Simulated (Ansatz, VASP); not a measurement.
**H: VASP beside Ansatz**

```xyz
1
Lattice="0.0000 1.1494 1.1494 1.1494 0.0000 1.1494 1.1494 1.1494 0.0000" Properties=species:S:1:pos:R:3 pbc="T T T"
H     0.0000    0.0000    0.0000
```

Change from the starting cell: volume scaled by 1.02.

Alike in both runs: task single point; functional PBE; k mesh 20 × 20 × 20; occupations fermi-dirac, width 0.05 eV; no spin polarisation.

|  | VASP | Ansatz |
| --- | --- | --- |
| version | VASP 6.6.1 | Ansatz 0.2.0 |
| potentials or method | VASP PAW PBE potentials, release 64 (H), cutoff 520 eV | all-electron LAPW, scalar-relativistic |

VASP gave:

```
pressure (GPa) : -2.8
```

Question: Estimate Ansatz's values.

Answer: Pressure (GPa): -2.4.

Ansatz ran all-electron here, and VASP with PAW potentials.
